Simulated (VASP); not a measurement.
Set up this calculation in VASP 6.6.1, as the native input.

| Quantity | Value |
| --- | --- |
| Task | single point |
| Functional | PBE |
| Potentials or basis | VASP PAW PBE potentials, release 64 (Os) |
| Cutoff | 520 eV |
| k mesh | 18 × 18 × 10 |
| Occupations | fermi-dirac, width 0.08 eV |
| Spin | no spin polarisation |
| Dipole correction | no |
| Further INCAR settings | ALGO = Normal; EDIFF = 1e-06; NBANDS = 15 |

The structure of Os lies in POSCAR:

```
Os
1.0
    2.6746362613      0.0000000000      0.0000000000
   -1.3373181307      2.3163029482      0.0000000000
    0.0000000000      0.0000000000      4.2410605178
Os
2
Direct
    0.3333333333      0.6666666667      0.2500000000
    0.6666666667      0.3333333333      0.7500000000
```

One way to write it, as run:

INCAR

```
  PREC = Accurate
  ENCUT = 520
  EDIFF = 1E-6
  ISMEAR = -1
  SIGMA = 0.08
  LREAL = F
  LASPH = T
  NELM = 100
  ALGO = Normal
  ISIF = 2
  LWAVE = F
  LCHARG = F
  GGA = PE
  NBANDS = 15
```

KPOINTS

```
Automatic mesh
0
Gamma
  18 18 10
```

Potentials or basis: VASP PAW PBE potentials, release 64 (Os).

The run is started by

```bash
$ cat potpaw_PBE.64/Os/POTCAR > POTCAR
$ mpirun -np 1 vasp_std > vasp.out
```

It gave:

```yaml
Pressure: 41.2 GPa
Band_gap_on_the_k_mesh: zero (bands 8 and 9 overlap by 4.38 eV)
```

Caveat: the cell stands under pressure; spin-orbit coupling is left out, which moves the levels of the heavy elements.

Wall time 28 s on 1 thread of Intel(R) Xeon(R) Platinum 8488C (Sapphire Rapids), on a shared host, peak memory 0.2 GiB.
